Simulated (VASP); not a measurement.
The system is Al2Cu.

```
CELL_PARAMETERS angstrom
5.23259 0.00000 0.00000
0.00000 5.23259 0.00000
0.00000 0.00000 5.41643
ATOMIC_POSITIONS crystal
Al 0.17789 0.68684 0.50000
Al 0.82211 0.31316 0.50000
Al 0.31316 0.17789 0.50000
Al 0.68684 0.82211 0.50000
Cu 0.50000 0.50000 0.78877
Cu 0.50000 0.50000 0.21123
```

The cell was generated, and may not be a known phase.

| Property | Result |
| --- | --- |
| Program | VASP 6.6.1 |
| Task | relaxation of cell and atoms |
| Functional | PBE |
| Potentials or basis | VASP PAW PBE potentials, release 64 (Al, Cu) |
| Cutoff | 600 eV |
| k mesh | 8 × 8 × 8 |
| Occupations | gaussian, width 0.1 eV |
| Spin | no spin polarisation |

At the start: pressure 0.6 GPa; volume 24.72 Å³/atom.

Problem. How do energy, volume and symmetry change on relaxing?

Solution. Over 46 steps the energy falls by 9.8 meV/atom and the volume is 24.07 Å³/atom (-2.6 %); space group P4/m (No. 83, to 0.1 Å) before and after.

Step by step:
```tsv
step	energy change (eV)	largest force (eV/Å)	pressure (GPa)	volume (Å³)
1	0.0000	0.2174	0.60	148.30
3	-0.0168	0.1185	-0.56	152.46
5	-0.0320	0.1139	-0.40	150.70
7	-0.0341	0.2267	-0.21	149.77
9	-0.0425	0.0425	0.00	147.96
11	-0.0427	0.0288	-0.07	148.31
13	-0.0433	0.0514	0.24	147.00
15	-0.0435	0.0255	0.04	147.67
17	-0.0435	0.0290	0.01	147.56
19	-0.0437	0.0278	0.05	147.50
21	-0.0449	0.0571	0.00	147.09
23	-0.0452	0.0672	-0.02	146.89
25	-0.0474	0.0518	-0.07	146.15
27	-0.0385	0.5009	0.40	142.91
29	-0.0516	0.2544	0.32	143.93
31	-0.0533	0.1480	0.15	144.55
33	-0.0539	0.1677	0.13	144.36
35	-0.0553	0.1116	0.03	144.47
37	-0.0564	0.1407	-0.16	144.97
39	-0.0573	0.0588	-0.12	144.71
41	-0.0587	0.0296	0.13	144.02
43	-0.0589	0.0185	-0.12	144.71
45	-0.0590	0.0151	-0.01	144.42
46	-0.0591	0.0080	-0.04	144.40
```

Final structure:
```
Al Cu
1.0
     5.47646    0.00000    0.00000
     0.00000    5.47646    0.00000
     0.00000    0.00000    4.81461
Al Cu
4 2
Direct
  0.16396 0.69339 0.50000
  0.83604 0.30661 0.50000
  0.30661 0.16396 0.50000
  0.69339 0.83604 0.50000
  0.50000 0.50000 0.76420
  0.50000 0.50000 0.23580
```
